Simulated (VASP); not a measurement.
# HfZr2Si3 (P6/mmm) in VASP: single point with PBE

Aim: the single point of HfZr2Si3 with PBE.

Everything below comes from runs of VASP 6.6.1. Logs are shortened: lines on timing, memory, paths and dates and some standing lists are left out, and cuts for length are marked.

## Step 1: The cell of the first run

It takes space group P6/mmm (No. 191, hexagonal). Conventional cell: a = 8.972 Å, b = 8.972 Å, c = 2.702 Å, α = 90.00°, β = 90.00°, γ = 120.00°. Zr (site symmetry -6m2) has 3 Si at 2.59 Å and 2 Zr at 2.70 Å within 3.4 Å. Hf (site symmetry 6/mmm) has 2 Hf at 2.70 Å within 3.6 Å. Si (site symmetry mmm) has 2 Zr at 2.59 Å and 2 Si at 2.70 Å within 3.4 Å.

## Step 2: Single point, PBE

Input file INCAR:

```
PREC = Accurate ; ENCUT = 520
EDIFF = 1E-6 ; ISMEAR = 0
SIGMA = 0.1 ; LREAL = F
LASPH = T ; NELM = 80
ALGO = Normal ; ISIF = 2
LWAVE = F ; LCHARG = F
GGA = PE ; NBANDS = 32
```

Input file KPOINTS:

```
regular mesh
0
Gamma
  6 6 14
```

Input file POSCAR:

```
HfZr2Si3
1.0
    8.9715896885      0.0000000000      0.0000000000
   -4.4857948443      7.7696245826      0.0000000000
    0.0000000000      0.0000000000      2.7017250037
Zr Hf Si
2 1 3
Direct
    0.3333333333      0.6666666667      0.5000000000
    0.6666666667      0.3333333333      0.5000000000
    0.0000000000      0.0000000000      0.5000000000
    0.5000000000      0.0000000000      0.5000000000
    0.0000000000      0.5000000000      0.5000000000
    0.5000000000      0.5000000000      0.5000000000
```

Potentials or basis: VASP PAW PBE potentials, release 64 (Zr_sv, Hf_pv, Si).

Launch:

```
$ cat potpaw_PBE.64/Zr_sv/POTCAR potpaw_PBE.64/Hf_pv/POTCAR potpaw_PBE.64/Si/POTCAR > POTCAR
$ mpirun -np 1 vasp_std > vasp.out
```

OUTCAR:

```text
PREC = Accurate
   ENCUT = 520
   EDIFF = 1E-6
   ISMEAR = 0
   LREAL = F
   LASPH = T
   NELM = 80
   ISIF = 2
   GGA = PE

 ion  position               nearest neighbor table
   1  0.333  0.667  0.500-   5 2.59   4 2.59   6 2.59
   2  0.667  0.333  0.500-   5 2.59   4 2.59   6 2.59
   3  0.000  0.000  0.500-
   4  0.500  0.000  0.500-   1 2.59   2 2.59
   5  0.000  0.500  0.500-   1 2.59   2 2.59
   6  0.500  0.500  0.500-   1 2.59   2 2.59

  LATTYP: Found a hexagonal cell.
 ALAT       =     8.9715896885
 C/A-ratio  =     0.3011422833

  Lattice vectors:

 A1 = (   8.9715896885,   0.0000000000,   0.0000000000)
 A2 = (  -4.4857948443,   7.7696245826,   0.0000000000)
 A3 = (   0.0000000000,   0.0000000000,   2.7017250037)

Analysis of symmetry for initial positions (statically):
=====================================================================
 Subroutine PRICEL returns:
 Original cell was already a primitive cell.

 Routine SETGRP: Setting up the symmetry group for a
 hexagonal supercell.

 Subroutine GETGRP returns: Found 24 space group operations
 (whereof 24 operations were pure point group operations)
 out of a pool of 24 trial point group operations.

The static configuration has the point symmetry D_6h.

Analysis of symmetry for dynamics (positions and initial velocities):
=====================================================================
 Subroutine PRICEL returns:
 Original cell was already a primitive cell.

 Routine SETGRP: Setting up the symmetry group for a
 hexagonal supercell.

 Subroutine GETGRP returns: Found 24 space group operations
 (whereof 24 operations were pure point group operations)
 out of a pool of 24 trial point group operations.

The dynamic configuration has the point symmetry D_6h.

 Subroutine INISYM returns: Found 24 space group operations
 (whereof 24 operations are pure point group operations),
 and found     1 'primitive' translations

----------------------------------------------------------------------------------------

                                     Primitive cell

  volume of cell :     188.3261

  direct lattice vectors                    reciprocal lattice vectors
     8.971589688  0.000000000  0.000000000     0.111462966  0.064353174  0.000000000
    -4.485794844  7.769624583  0.000000000     0.000000000  0.128706347  0.000000000
     0.000000000  0.000000000  2.701725004     0.000000000  0.000000000  0.370133895

  length of vectors
     8.971589688  8.971589689  2.701725004     0.128706347  0.128706347  0.370133895

  position of ions in fractional coordinates (direct lattice)
     0.333333333  0.666666667  0.500000000
     0.666666667  0.333333333  0.500000000
     0.000000000  0.000000000  0.500000000
     0.500000000  0.000000000  0.500000000
     1.000000000  0.500000000  0.500000000
     0.500000000  0.500000000  0.500000000

  ion indices of the primitive-cell ions
   primitive index   ion index
                 1           1
                 2           2
                 3           3
                 4           4
                 5           5
                 6           6

----------------------------------------------------------------------------------------

 KPOINTS: regular mesh

Automatic generation of k-mesh.
 Grid dimensions read from file:
 generate k-points for:    6    6   14

 Generating k-lattice:

  Cartesian coordinates                     Fractional coordinates (reciprocal lattice)
     0.018577161  0.010725529  0.000000000     0.166666667 -0.000000000  0.000000000
     0.000000000  0.021451058  0.000000000     0.000000000  0.166666667  0.000000000
     0.000000000  0.000000000  0.026438135     0.000000000  0.000000000  0.071428571

  Length of vectors
     0.021451058  0.021451058  0.026438135

  Shift w.r.t. Gamma in fractional coordinates (k-lattice)
     0.000000000  0.000000000  0.000000000

 Subroutine IBZKPT returns following result:
 ===========================================

 Found     56 irreducible k-points:

 Following reciprocal coordinates:
            Coordinates               Weight
  0.000000  0.000000  0.000000      1.000000
  0.166667  0.000000  0.000000      6.000000
  0.333333  0.000000  0.000000      6.000000
  0.500000 -0.000000  0.000000      3.000000
  0.166667  0.166667  0.000000      6.000000
  0.333333  0.166667  0.000000     12.000000
[... 16 lines left out ...]
  0.166667  0.000000  0.214286     12.000000
  0.333333  0.000000  0.214286     12.000000
 [... further k-points ...]
   k-points           NKPTS =     56   k-points in BZ     NKDIM =     56   number of bands    NBANDS=     32
   number of dos      NEDOS =    301   number of ions     NIONS =      6
   total plane-waves  NPLWV =  98000
   dimension x,y,z NGX =    70 NGY =   70 NGZ =   20
   dimension x,y,z NGXF=   140 NGYF=  140 NGZF=   40
   ions per type =               2   1   3
   NGX,Y,Z   is equivalent  to a cutoff of  12.97, 12.97, 12.31 a.u.
   NGXF,Y,Z  is equivalent  to a cutoff of  25.94, 25.94, 24.61 a.u.
 SYSTEM =  unknown system
   PREC   = accura    normal or accurate (medium, high low for compatibility)
   ISTART =      0    job   : 0-new  1-cont  2-samecut
   ICHARG =      2    charge: 1-file 2-atom 10-const
   ISPIN  =      1    spin polarized calculation?
   LNONCOLLINEAR =      F non collinear calculations
   LSORBIT =      F    spin-orbit coupling
   LASPH  =      T    aspherical Exc in radial PAW
   ENCUT  =  520.0 eV  38.22 Ry    6.18 a.u.  16.68 16.68  5.02*2*pi/ulx,y,z
   NELM   =     80;   NELMIN=  2; NELMDL= -5     # of ELM steps
   EDIFF  = 0.1E-05   stopping-criterion for ELM
   LREAL  =      F    real-space projection
   EDIFFG = 0.1E-04   stopping-criterion for IOM
   NSW    =      0    number of steps for IOM
   IBRION =     -1    ionic relax: 0-MD 1-quasi-New 2-CG
   NFREE  =      0    steps in history (QN), initial steepest desc. (CG)
   ISIF   =      2    stress and relaxation
   ISYM   =      2    0-nonsym 1-usesym 2-fastsym
   POTIM  = 0.5000    time-step for ionic-motion
   TEBEG  =    0.0;   TEEND  =   0.0 temperature during run
   PSTRESS=    0.0 pullay stress
   NELECT =      46.0000    total number of electrons
   NUPDOWN=      -1.0000    fix difference up-down
   EMIN   =  10.00;   EMAX   =-10.00  energy-range for DOS
   EFERMI =   0.00;   METHOD = LEGACY
   ISMEAR =     0;   SIGMA  =   0.10  broadening in eV -4-tet -1-fermi 0-gaus
   EFERMI_NEDOS =   21; number of points for ismear=-14 and -15
   IALGO  =     38    algorithm
   IMIX   =      4    mixing-type and parameters
     AMIX     =   0.40;   BMIX     =  1.00
     AMIX_MAG =   1.60;   BMIX_MAG =  1.00
  volume/ion in A,a.u.               =      31.39       211.81
  Fermi-wavevector in a.u.,A,eV,Ry     =   1.023349  1.933850 14.248618  1.047244
  Thomas-Fermi vector in A             =   2.157078
   LORBIT       =      0    0 simple, 1 ext, 2 COOP (PROOUT), +10 PAW based schemes
   GGA     = PE    functional components
   LHFCALC =     F    Hartree Fock is set to
   AEXX    =    0.0000 exact exchange contribution
   IVDW    =     0    specifies the selected vdW correction
   LEPSILON=     F    determine dielectric tensor
   LRPA    =     F    only Hartree local field effects (RPA)
 non-spin polarized calculation
 Gauss-broadening in eV      SIGMA  =   0.10
  energy-cutoff  :      520.00
  volume of cell :      188.33
 maximum number of plane-waves:      5114
 NGX is ok and might be reduce to    70
   NGX = 33   NGY = 33   NGZ = 11

 number of electron      46.0000002 magnetization

 Free energy of the ion-electron system (eV)
  ---------------------------------------------------
  ext. energy  EPLUGINS =         0.00000000
  ---------------------------------------------------
  free energy    TOTEN  =       -35.65542745 eV

  energy without entropy =      -35.62276488  energy(sigma->0) =      -35.63909616

 E-fermi :   3.3932     XC(G=0):  -8.5542

 val. band max:        3.3911338282   @ k =   0.1667   0.0000   0.1429
 cond. band min:       3.3937387526   @ k =   0.1667   0.1667   0.2857
 fundamental gap:      0.0026049244
 Fermi energy:         3.3932411888

 k-point     1 :       0.0000    0.0000    0.0000
  band No.  band energies     occupation
      1     -45.0328      2.00000
      2     -45.0324      2.00000
      3     -28.5663      2.00000
      4     -28.5663      2.00000
      5     -27.0927      2.00000
      6     -23.1526      2.00000
[... 24 lines left out ...]
     31       6.9329      0.00000
     32       8.1371      0.00000

 k-point     2 :       0.1667    0.0000    0.0000
  band No.  band energies     occupation
      1     -45.0327      2.00000
      2     -45.0325      2.00000
      3     -28.5663      2.00000
      4     -28.5663      2.00000
      5     -27.0927      2.00000
      6     -23.1526      2.00000
[... 24 lines left out ...]
     31       6.9225      0.00000
     32       7.7170      0.00000

 k-point     3 :       0.3333    0.0000    0.0000
  band No.  band energies     occupation
      1     -45.0327      2.00000
      2     -45.0325      2.00000
      3     -28.5663      2.00000
      4     -28.5663      2.00000
      5     -27.0927      2.00000
      6     -23.1527      2.00000
[... 24 lines left out ...]
     31       6.8532      0.00000
     32       6.8549      0.00000

 k-point     4 :       0.5000   -0.0000    0.0000
  band No.  band energies     occupation
      1     -45.0326      2.00000
      2     -45.0325      2.00000
      3     -28.5663      2.00000
      4     -28.5663      2.00000
      5     -27.0927      2.00000
      6     -23.1527      2.00000
[... 24 lines left out ...]
     31       6.0453      0.00000
     32       6.7988      0.00000

 k-point     5 :       0.1667    0.1667    0.0000
  band No.  band energies     occupation
      1     -45.0327      2.00000
      2     -45.0325      2.00000
      3     -28.5663      2.00000
      4     -28.5663      2.00000
      5     -27.0927      2.00000
      6     -23.1527      2.00000
[... 584 lines left out ...]
     31       5.8261      0.00000
     32       6.2724      0.00000

 k-point    22 :       0.0000    0.0000    0.2143
  band No.  band energies     occupation
      1     -44.9177      2.00000
      2     -44.9174      2.00000
      3     -28.4935      2.00000
      4     -28.4935      2.00000
      5     -27.7560      2.00000
      6     -23.0462      2.00000
[... 24 lines left out ...]
     31       5.6573      0.00000
     32       5.6580      0.00000

 k-point    23 :       0.1667    0.0000    0.2143
  band No.  band energies     occupation
      1     -44.9177      2.00000
      2     -44.9174      2.00000
      3     -28.4935      2.00000
      4     -28.4935      2.00000
      5     -27.7560      2.00000
      6     -23.0463      2.00000
[... 24 lines left out ...]
     31       5.4877      0.00000
     32       5.4966      0.00000

 k-point    24 :       0.3333    0.0000    0.2143
  band No.  band energies     occupation
      1     -44.9177      2.00000
      2     -44.9175      2.00000
      3     -28.4935      2.00000
      4     -28.4935      2.00000
      5     -27.7560      2.00000
      6     -23.0463      2.00000
[... 24 lines left out ...]
     31       5.3465      0.00000
     32       5.3689      0.00000

 [... further k-points ...]
[... 5 lines left out ...]
  --------------------------------------------------------------------------------------
  -------------------------------------------------------------------------------------
  Total       -0.0025527     -0.0025527     -0.1108497      0.0000000      0.0000000     -0.0000000
  in kB       -0.0217167     -0.0217167     -0.9430492      0.0000000      0.0000000     -0.0000000
  external PRESSURE =      -0.3288275 kB  Pullay stress =       0.0000000 kB

 VOLUME and BASIS-vectors are now :
 -----------------------------------------------------------------------------
  energy-cutoff  :      520.00
  volume of cell :      188.33
      direct lattice vectors                 reciprocal lattice vectors
     8.971589688  0.000000000  0.000000000     0.111462966  0.064353174  0.000000000
    -4.485794844  7.769624583  0.000000000     0.000000000  0.128706347  0.000000000
     0.000000000  0.000000000  2.701725004     0.000000000  0.000000000  0.370133895

 POSITION                                       TOTAL-FORCE (eV/Angst)
 -----------------------------------------------------------------------------------
     -0.00000      5.17975      1.35086         0.000000      0.000000      0.000000
      4.48579      2.58987      1.35086        -0.000000      0.000000     -0.000000
      0.00000      0.00000      1.35086         0.000000     -0.000000      0.000000
      4.48579      0.00000      1.35086         0.000000     -0.000000      0.000000
     -2.24290      3.88481      1.35086         0.000000     -0.000000      0.000000
      2.24290      3.88481      1.35086        -0.000000     -0.000000      0.000000
 -----------------------------------------------------------------------------------
    total drift:                                0.000000     -0.000000     -0.000000

  FREE ENERGIE OF THE ION-ELECTRON SYSTEM (eV)
  ---------------------------------------------------
  free  energy   TOTEN  =       -35.6554274537 eV

  energy  without entropy=      -35.6227648750  energy(sigma->0) =      -35.63909616
```

It took 2.9 min on 1 thread of Intel Xeon 6975P-C (Granite Rapids), shared host; peak memory 0.52 GiB.

Results:

| Quantity | Value |
| --- | --- |
| Free energy | -35.6554 eV |
| Pressure | 0.0 GPa |
| Band gap on the k mesh | zero (band 23 reaches 4.04 eV, above the bottom of band 24 at 2.82 eV) |

Stress tensor (GPa, compression positive):
```
 0.00  0.00  0.00
 0.00  0.00  0.00
 0.00  0.00 -0.09
```

Caveat: spin-orbit coupling is left out, which moves the levels of the heavy elements.
